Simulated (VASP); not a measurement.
HfN, 4 atoms in the cell. The structure is hexagonal, space group P6_3/mmc (No. 194). Conventional cell: a = 3.134 Å, b = 3.134 Å, c = 5.417 Å, α = 90.00°, β = 90.00°, γ = 120.00°. Within 3.0 Å of Hf (site symmetry -6m2) lie 6 N at 2.26 Å. Within 3.0 Å of N (site symmetry -3m) lie 6 Hf at 2.26 Å and 2 N at 2.71 Å. 

| Property | Result |
| --- | --- |
| Program | VASP 6.6.1 |
| Task | single point |
| Functional | r2SCAN |
| Potentials or basis | VASP PAW PBE potentials, release 64 (Hf_pv, N) |
| Cutoff | 520 eV |
| k mesh | 10 × 10 × 5 |
| Occupations | fermi-dirac, width 0.05 eV |
| Spin | no spin polarisation |
| Dipole correction | no |
| Further INCAR settings | ALGO = Normal; EDIFF = 1e-06; NBANDS = 23 |

Potentials or basis: VASP PAW PBE potentials, release 64 (Hf_pv, N).

Run with:

```console
$ cat potpaw_PBE.64/Hf_pv/POTCAR potpaw_PBE.64/N/POTCAR > POTCAR
$ cp INCAR.step1 INCAR
$ mpirun -np 1 vasp_std > vasp.out
$ cp INCAR.step2 INCAR
$ mpirun -np 1 vasp_std > vasp.out
```

Hardware: 1 thread of AMD EPYC 7R43 64-Core Processor (Zen 3) (shared host).

**Question.** Estimate the wall time of this run.

**Answer.** It took 4 min on 1 thread of AMD EPYC 7R43 64-Core Processor (Zen 3), on a shared host, peak memory 0.15 GiB. Counts: k points 42.
